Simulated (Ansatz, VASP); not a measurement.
Two plane-wave programs on TeRu

```
Ru Te
1.0
     0.00000    2.90709    2.90709
     2.90709    0.00000    2.90709
     2.90709    2.90709    0.00000
Ru Te
1 1
Cartesian
  0.0000 0.0000 0.0000
  1.4535 1.4535 1.4535
```

Alike in both runs: task single point; functional PBEsol; k mesh 8 × 8 × 8; occupations gaussian, width 0.05 eV; no spin polarisation.

```csv
,VASP,Ansatz
version,VASP 6.6.1,Ansatz 0.2.0
potentials or method,"VASP PAW PBE potentials, release 64 (Ru_pv, Te), cutoff 520 eV","scalar-relativistic, plane waves, PAW"
valence electrons in the cell,20,32
```

Ansatz gave:

| Property | Result |
| --- | --- |
| gap on the k mesh at the Fermi level (eV) | none |
| pressure (GPa) | 0.0 |

Q: What did VASP give for the same quantities?

A: gap on the k mesh at the Fermi level (eV): none; pressure (GPa): -0.1.

VASP's potentials were made for PBE, not for PBEsol. A gap of «none» marks a metal or a gap that the smearing closes. VASP's potentials hold 20 valence electrons a cell and Ansatz's 32, so a difference there can come from the potentials and not from the codes.

Neither program's run includes spin-orbit coupling.
